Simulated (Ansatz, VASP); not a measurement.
## Two plane-wave programs on TaAl5Au

Contents of INCAR:

```
  PREC = Accurate
  ENCUT = 600
  EDIFF = 1E-6
  ISMEAR = 0
  SIGMA = 0.1
  LREAL = False
  LASPH = True
  NELM = 80
  ALGO = Fast
  ISIF = 3
  LWAVE = False
  LCHARG = False
  GGA = PE
  IBRION = 2
  NSW = 90
  EDIFFG = -0.04
```

KPOINTS

```
Automatic mesh
0
Gamma
  4 4 4
```

Contents of POSCAR:

```
TaAl5Au
1.0
    4.0000146600      0.0000000000      0.0000000000
    0.0000000000      4.0000146600      0.0000000000
    0.0000000000      0.0000000000      6.3961613500
Ta Al Au
1 5 1
Direct
    0.0000000000      0.0000000000      0.0000000000
    0.0000000000      0.5000000000      0.2980237600
    0.0000000000      0.5000000000      0.7019762400
    0.5000000000      0.0000000000      0.2980237600
    0.5000000000      0.0000000000      0.7019762400
    0.5000000000      0.5000000000      0.0000000000
    0.0000000000      0.0000000000      0.5000000000
```

Input for Ansatz:

```yaml
crystal:
  lattice:
    - [4.00001466, 0.0, 0.0]
    - [0.0, 4.00001466, 0.0]
    - [0.0, 0.0, 6.39616135]
  atoms:
    - { symbol: Ta, position: [0.0, 0.0, 0.0] }
    - { symbol: Al, position: [0.0, 0.5, 0.29802376] }
    - { symbol: Al, position: [0.0, 0.5, 0.70197624] }
    - { symbol: Al, position: [0.5, 0.0, 0.29802376] }
    - { symbol: Al, position: [0.5, 0.0, 0.70197624] }
    - { symbol: Al, position: [0.5, 0.5, 0.0] }
    - { symbol: Au, position: [0.0, 0.0, 0.5] }
basis:
  ecutwfc: 420
kpoints:
  mp_grid: { grid: [4, 4, 4] }
hamiltonian:
  xc: pbe
scf:
  occupations: { method: gaussian, width: 0.1 }
  lower_state_search: "off"
output:
  forces: true
  stress: true
  eigenvalues: true
relax:
  adjacent_minimum: "off"
  f_tol: 0.04
  max_steps: 70
  cell: { stress_tol: 0.4 }
```

Change from the starting cell: species swapped into the TiGa5Co type (P4/mmm, No. 123).

Alike in both runs: task relaxation of cell and atoms; functional PBE; k mesh 4 × 4 × 4; occupations gaussian, width 0.1 eV; no spin polarisation.

```csv
,VASP,Ansatz
version,VASP 6.6.1,Ansatz 0.2.0
potentials or method,"VASP PAW PBE potentials, release 64 (Ta_pv, Al, Au), cutoff 600 eV","scalar-relativistic, plane waves, PAW"
valence electrons in the cell,37,47
```

|  | VASP | Ansatz | Ansatz less VASP |
| --- | --- | --- | --- |
| gap on the k mesh at the Fermi level, each at its own relaxed structure (eV) | none | none | - |
| relaxed volume (Å³/atom) | 17.31 | 17.33 | +0.023 |
| relaxed cell length with the largest relative difference (Å) | 7.908 | 6.763 | -1.1445 |

A gap of «none» marks a metal or a gap that the smearing closes. One of these differences is far larger than is usual between the two programs; its cause wasn't traced. VASP's potentials hold 37 valence electrons a cell and Ansatz's 47, so a difference there can come from the potentials and not from the codes.

The k mesh is coarse, so the values compare programs but aren't converged. Neither program's run includes spin-orbit coupling. Noted on VASP's run: the volume moved by over 15 % at a fixed basis, so the end points are rough.
